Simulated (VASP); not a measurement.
Here is a VASP 6.6.1 calculation.

INCAR

```
SYSTEM = RbBr
PREC = Accurate ; ENCUT = 520
EDIFF = 1E-6 ; ISMEAR = -1
SIGMA = 0.05 ; LREAL = .False.
LASPH = .True. ; NELM = 150
ALGO = Normal ; ISIF = 2
LWAVE = .False. ; LCHARG = .True.
MAGMOM = 0 0 0 0 0 0 ; LORBIT = 11
LSORBIT = .True. ; GGA_COMPAT = .False.
LORBMOM = .True. ; GGA = PE
LVHAR = .True. ; NBANDS = 28
```

Contents of KPOINTS:

```
regular mesh
0
Gamma
  5 5 5
  0 0 0
```

Contents of POSCAR:

```
RbBr
1.0
    4.1260773000      0.0000000000      0.0000000000
    0.0000000000      4.1260773000      0.0000000000
    0.0000000000      0.0000000000      4.1260773000
Rb Br
1 1
Direct
    0.0000000000      0.0000000000      0.0000000000
    0.5000000000      0.5000000000      0.5000000000
```

Potentials or basis: VASP PAW PBE potentials, release 64 (Rb_sv, Br).

The run is started by

```bash
$ cat potpaw_PBE.64/Rb_sv/POTCAR potpaw_PBE.64/Br/POTCAR > POTCAR
$ mpirun -np 1 vasp_ncl > vasp.out
```

Q: Predict the net moment.

A: 0.00 μB per cell.

Q: Estimate the pressure.

A: 0.8 GPa.

Moments on the atoms (μB; x, y, z):
```
Rb  0.00 0.00 0.00
Br  0.00 0.00 0.00
```
